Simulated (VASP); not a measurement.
# Si2Mo (I4/mmm) in VASP: single point with PBEsol

Aim: the single point of Si2Mo with PBEsol.

All numbers are computed with VASP 6.6.1; they aren't measurements. Logs are shortened: lines on timing, memory, paths and dates and some standing lists are left out, and cuts for length are marked.

**1. The cell of the first run**

Symmetry: I4/mmm, No. 139, tetragonal system. The conventional cell has a = 3.200 Å, b = 3.200 Å, c = 7.861 Å, α = 90.00°, β = 90.00°, γ = 90.00°. Within 3.4 Å of Si (site symmetry 4mm) lie 9 Si at 2.61 to 3.20 Å and 5 Mo at 2.62 Å. Mo (site symmetry 4/mmm) has 10 Si at 2.62 Å and 4 Mo at 3.20 Å within 3.5 Å.

**2. Single point, PBEsol**

INCAR reads:

```
SYSTEM = Si2Mo
PREC = Accurate
ENCUT = 520
EDIFF = 1E-7
ISMEAR = 1
SIGMA = 0.1
LREAL = .FALSE.
LASPH = .TRUE.
NELM = 100
ALGO = Normal
ISIF = 2
LWAVE = .FALSE.
LCHARG = .TRUE.
GGA = PS
LELF = .TRUE.
LVHAR = .TRUE.
NBANDS = 18
```

KPOINTS reads:

```
Automatic mesh
0
G
  14 14 14
  0 0 0
```

POSCAR reads:

```
Si2Mo
1.0
   -1.6000000000      1.6000000000      3.9305000000
    1.6000000000     -1.6000000000      3.9305000000
    1.6000000000      1.6000000000     -3.9305000000
Si Mo
2 1
Direct
    0.3330000000      0.3330000000      0.0000000000
    0.6670000000      0.6670000000      0.0000000000
    0.0000000000      0.0000000000      0.0000000000
```

Potentials or basis: VASP PAW PBE potentials, release 64 (Si, Mo_sv).

Command:

```bash
$ cat potpaw_PBE.64/Si/POTCAR potpaw_PBE.64/Mo_sv/POTCAR > POTCAR
$ mpirun -np 1 vasp_std > vasp.out
```

OUTCAR:

```text
SYSTEM = Si2Mo
   PREC = Accurate
   ENCUT = 520
   EDIFF = 1E-7
   ISMEAR = 1
   LREAL = .FALSE.
   LASPH = .TRUE.
   NELM = 100
   ISIF = 2
   GGA = PS

 ion  position               nearest neighbor table
   1  0.333  0.333  0.000-   2 2.61   2 2.61   2 2.61   2 2.61   3 2.62   3 2.62   3 2.62   3 2.62
                             3 2.62   2 2.63
   2  0.667  0.667  0.000-   1 2.61   1 2.61   1 2.61   1 2.61   3 2.62   3 2.62   3 2.62   3 2.62
                             3 2.62   1 2.63
   3  0.000  0.000  0.000-   2 2.62   1 2.62   2 2.62   1 2.62   2 2.62   1 2.62   1 2.62   2 2.62
                             1 2.62   2 2.62

  LATTYP: Found a body centered tetragonal cell.
 ALAT       =     3.2000000000
 C/A-ratio  =     2.4565625000

  Lattice vectors:

 A1 = (  -1.6000000000,   1.6000000000,   3.9305000000)
 A2 = (   1.6000000000,  -1.6000000000,   3.9305000000)
 A3 = (   1.6000000000,   1.6000000000,  -3.9305000000)

Analysis of symmetry for initial positions (statically):
=====================================================================
 Subroutine PRICEL returns:
 Original cell was already a primitive cell.

 Routine SETGRP: Setting up the symmetry group for a
 body centered tetragonal supercell.

 Subroutine GETGRP returns: Found 16 space group operations
 (whereof 16 operations were pure point group operations)
 out of a pool of 16 trial point group operations.

The static configuration has the point symmetry D_4h.

Analysis of symmetry for dynamics (positions and initial velocities):
=====================================================================
 Subroutine PRICEL returns:
 Original cell was already a primitive cell.

 Routine SETGRP: Setting up the symmetry group for a
 body centered tetragonal supercell.

 Subroutine GETGRP returns: Found 16 space group operations
 (whereof 16 operations were pure point group operations)
 out of a pool of 16 trial point group operations.

The dynamic configuration has the point symmetry D_4h.

 Subroutine INISYM returns: Found 16 space group operations
 (whereof 16 operations are pure point group operations),
 and found     1 'primitive' translations

----------------------------------------------------------------------------------------

                                     Primitive cell

  volume of cell :      40.2483

  direct lattice vectors                    reciprocal lattice vectors
    -1.600000000  1.600000000  3.930500000     0.000000000  0.312500000  0.127210279
     1.600000000 -1.600000000  3.930500000     0.312500000  0.000000000  0.127210279
     1.600000000  1.600000000 -3.930500000     0.312500000  0.312500000  0.000000000

  length of vectors
     4.535287229  4.535287229  4.535287229     0.337399918  0.337399918  0.441941738

  position of ions in fractional coordinates (direct lattice)
     0.333000000  0.333000000  0.000000000
     0.667000000  0.667000000  0.000000000
     0.000000000  0.000000000  0.000000000

  ion indices of the primitive-cell ions
   primitive index   ion index
                 1           1
                 2           2
                 3           3

----------------------------------------------------------------------------------------

 KPOINTS: Automatic mesh

Automatic generation of k-mesh.
 Grid dimensions read from file:
 generate k-points for:   14   14   14

 Generating k-lattice:

  Cartesian coordinates                     Fractional coordinates (reciprocal lattice)
     0.000000000  0.022321429  0.009086448     0.071428571  0.000000000 -0.000000000
     0.022321429  0.000000000  0.009086448     0.000000000  0.071428571 -0.000000000
     0.022321429  0.022321429  0.000000000     0.000000000  0.000000000  0.071428571

  Length of vectors
     0.024099994  0.024099994  0.031567267

  Shift w.r.t. Gamma in fractional coordinates (k-lattice)
     0.000000000  0.000000000  0.000000000

 Subroutine IBZKPT returns following result:
 ===========================================

 Found    244 irreducible k-points:

 Following reciprocal coordinates:
            Coordinates               Weight
  0.000000  0.000000  0.000000      1.000000
  0.071429 -0.000000  0.000000      8.000000
  0.142857 -0.000000  0.000000      8.000000
  0.214286  0.000000  0.000000      8.000000
  0.285714  0.000000  0.000000      8.000000
  0.357143 -0.000000  0.000000      8.000000
[... 16 lines left out ...]
  0.214286  0.142857  0.000000     16.000000
  0.285714  0.142857  0.000000     16.000000
 [... further k-points ...]
   k-points           NKPTS =    244   k-points in BZ     NKDIM =    244   number of bands    NBANDS=     18
   number of dos      NEDOS =    301   number of ions     NIONS =      3
   total plane-waves  NPLWV =  46656
   dimension x,y,z NGX =    36 NGY =   36 NGZ =   36
   dimension x,y,z NGXF=    72 NGYF=   72 NGZF=   72
   ions per type =               2   1
   NGX,Y,Z   is equivalent  to a cutoff of  13.20, 13.20, 13.20 a.u.
   NGXF,Y,Z  is equivalent  to a cutoff of  26.39, 26.39, 26.39 a.u.
 SYSTEM =  Si2Mo
   PREC   = accura    normal or accurate (medium, high low for compatibility)
   ISTART =      0    job   : 0-new  1-cont  2-samecut
   ICHARG =      2    charge: 1-file 2-atom 10-const
   ISPIN  =      1    spin polarized calculation?
   LNONCOLLINEAR =      F non collinear calculations
   LSORBIT =      F    spin-orbit coupling
   LASPH  =      T    aspherical Exc in radial PAW
   ENCUT  =  520.0 eV  38.22 Ry    6.18 a.u.   8.43  8.43  8.43*2*pi/ulx,y,z
   NELM   =    100;   NELMIN=  2; NELMDL= -5     # of ELM steps
   EDIFF  = 0.1E-06   stopping-criterion for ELM
   LREAL  =      F    real-space projection
   EDIFFG = 0.1E-05   stopping-criterion for IOM
   NSW    =      0    number of steps for IOM
   IBRION =     -1    ionic relax: 0-MD 1-quasi-New 2-CG
   NFREE  =      0    steps in history (QN), initial steepest desc. (CG)
   ISIF   =      2    stress and relaxation
   ISYM   =      2    0-nonsym 1-usesym 2-fastsym
   POTIM  = 0.5000    time-step for ionic-motion
   TEBEG  =    0.0;   TEEND  =   0.0 temperature during run
   PSTRESS=    0.0 pullay stress
   NELECT =      22.0000    total number of electrons
   NUPDOWN=      -1.0000    fix difference up-down
   EMIN   =  10.00;   EMAX   =-10.00  energy-range for DOS
   EFERMI =   0.00;   METHOD = LEGACY
   ISMEAR =     1;   SIGMA  =   0.10  broadening in eV -4-tet -1-fermi 0-gaus
   EFERMI_NEDOS =   21; number of points for ismear=-14 and -15
   IALGO  =     38    algorithm
   IMIX   =      4    mixing-type and parameters
     AMIX     =   0.40;   BMIX     =  1.00
     AMIX_MAG =   1.60;   BMIX_MAG =  1.00
  volume/ion in A,a.u.               =      13.42        90.54
  Fermi-wavevector in a.u.,A,eV,Ry     =   1.338546  2.529484 24.377614  1.791704
  Thomas-Fermi vector in A             =   2.467007
   LORBIT       =      0    0 simple, 1 ext, 2 COOP (PROOUT), +10 PAW based schemes
   GGA     = PS    functional components
   LHFCALC =     F    Hartree Fock is set to
   AEXX    =    0.0000 exact exchange contribution
   IVDW    =     0    specifies the selected vdW correction
   LEPSILON=     F    determine dielectric tensor
   LRPA    =     F    only Hartree local field effects (RPA)
 non-spin polarized calculation
 Methfessel and Paxton  Order N= 1 SIGMA  =   0.10
  energy-cutoff  :      520.00
  volume of cell :       40.25
 maximum number of plane-waves:      1108
 NGX is ok and might be reduce to    36
   NGX = 17   NGY = 17   NGZ = 17

 number of electron      22.0000000 magnetization

 Free energy of the ion-electron system (eV)
  ---------------------------------------------------
  ext. energy  EPLUGINS =         0.00000000
  ---------------------------------------------------
  free energy    TOTEN  =       -25.07043364 eV

  energy without entropy =      -25.07033210  energy(sigma->0) =      -25.07039980

 E-fermi :  12.1956     XC(G=0): -12.5107

 val. band max:       12.1418906757   @ k =  -0.3571  -0.4286   0.3571
 cond. band min:      12.2029985389   @ k =  -0.4286  -0.4286   0.3571
 fundamental gap:      0.0611078632
 Fermi energy:        12.1955593366

 k-point     1 :       0.0000    0.0000    0.0000
  band No.  band energies     occupation
      1     -48.4525      2.00000
      2     -22.6485      2.00000
      3     -22.5461      2.00000
      4     -22.5461      2.00000
      5      -1.2704      2.00000
      6       5.8320      2.00000
[... 10 lines left out ...]
     17      17.2295      0.00000
     18      17.2295      0.00000

 k-point     2 :       0.0714   -0.0000    0.0000
  band No.  band energies     occupation
      1     -48.4516      2.00000
      2     -22.6476      2.00000
      3     -22.5592      2.00000
      4     -22.5449      2.00000
      5      -1.1776      2.00000
      6       5.8383      2.00000
[... 10 lines left out ...]
     17      17.3147      0.00000
     18      17.7974      0.00000

 k-point     3 :       0.1429   -0.0000    0.0000
  band No.  band energies     occupation
      1     -48.4490      2.00000
      2     -22.6449      2.00000
      3     -22.5955      2.00000
      4     -22.5415      2.00000
      5      -0.9028      2.00000
      6       5.8233      2.00000
[... 10 lines left out ...]
     17      17.7924      0.00000
     18      18.9611      0.00000

 k-point     4 :       0.2143    0.0000    0.0000
  band No.  band energies     occupation
      1     -48.4453      2.00000
      2     -22.6484      2.00000
      3     -22.6402      2.00000
      4     -22.5367      2.00000
      5      -0.4564      2.00000
      6       5.6548      2.00000
[... 375 lines left out ...]
      4     -22.5877      2.00000
      5      -0.4485      2.00000
      6       5.3959      2.00000
[... 10 lines left out ...]
     17      18.8610      0.00000
     18      19.3575      0.00000

 k-point    23 :       0.2143    0.1429    0.0000
  band No.  band energies     occupation
      1     -48.4417      2.00000
      2     -22.6441      2.00000
      3     -22.6371      2.00000
      4     -22.5848      2.00000
      5       0.0232      2.00000
      6       5.1864      2.00000
[... 10 lines left out ...]
     17      18.8364      0.00000
     18      20.3807      0.00000

 k-point    24 :       0.2857    0.1429    0.0000
  band No.  band energies     occupation
      1     -48.4376      2.00000
      2     -22.6992      2.00000
      3     -22.6338      2.00000
      4     -22.5788      2.00000
      5       0.6333      2.00000
      6       4.8598      2.00000
[... 10 lines left out ...]
     17      19.4111      0.00000
     18      20.5217      0.00000

 [... further k-points ...]
[... 5 lines left out ...]
  --------------------------------------------------------------------------------------
  -------------------------------------------------------------------------------------
  Total       -0.4852410     -0.4852410     -0.8203242      0.0000000      0.0000000      0.0000000
  in kB      -19.3161372    -19.3161372    -32.6548978      0.0000000      0.0000000      0.0000000
  external PRESSURE =     -23.7623907 kB  Pullay stress =       0.0000000 kB

 VOLUME and BASIS-vectors are now :
 -----------------------------------------------------------------------------
  energy-cutoff  :      520.00
  volume of cell :       40.25
      direct lattice vectors                 reciprocal lattice vectors
    -1.600000000  1.600000000  3.930500000     0.000000000  0.312500000  0.127210279
     1.600000000 -1.600000000  3.930500000     0.312500000  0.000000000  0.127210279
     1.600000000  1.600000000 -3.930500000     0.312500000  0.312500000  0.000000000

 POSITION                                       TOTAL-FORCE (eV/Angst)
 -----------------------------------------------------------------------------------
      0.00000      0.00000      2.61771        -0.000000     -0.000000      0.332533
      0.00000      0.00000      5.24329        -0.000000     -0.000000     -0.332533
      0.00000      0.00000      0.00000         0.000000      0.000000     -0.000000
 -----------------------------------------------------------------------------------
    total drift:                                0.000000      0.000000     -0.000000

  FREE ENERGIE OF THE ION-ELECTRON SYSTEM (eV)
  ---------------------------------------------------
  free  energy   TOTEN  =       -25.0704336442 eV

  energy  without entropy=      -25.0703321035  energy(sigma->0) =      -25.07039980
```

It used 780 s of CPU time on 1 thread of AMD EPYC 7R13 Processor (Zen 3), on a shared host.

Results:

| Item | Value |
| --- | --- |
| Free energy | -25.0704 eV |
| Pressure | -2.4 GPa |
| Largest force | 0.333 eV/Å |
| Band gap on the k mesh | zero (band 11 reaches 12.71 eV, above the bottom of band 12 at 11.67 eV) |

Forces in eV/Å, atoms in the order of the input:
```
Si   0.000  0.000  0.333
Si   0.000  0.000 -0.333
Mo   0.000  0.000  0.000
```

Stress tensor (GPa, compression positive):
```
-1.93  0.00  0.00
 0.00 -1.93  0.00
 0.00  0.00 -3.27
```

Levels at points of the mesh, in eV from the Fermi level:
```
           k point  band 8  band 9  band 10  band 11  band 12  band 13  band 14  band 15
(0.00, 0.00, 0.00)   -3.07   -2.67    -2.67     0.41     3.07     3.07     3.63     3.63
(0.50, 0.00, 0.00)   -4.48   -2.64    -2.52    -0.53     2.24     3.02     4.03     4.24
(0.50, 0.50, 0.00)   -5.27   -4.51    -3.08    -1.15     2.30     2.70     3.01     3.24
(0.50, 0.50, 0.50)   -2.32   -0.60    -0.60    -0.53    -0.53     0.54     4.62     5.15
```

Caveat: the PAW data sets were made with another functional, which shifts forces and pressure a little.
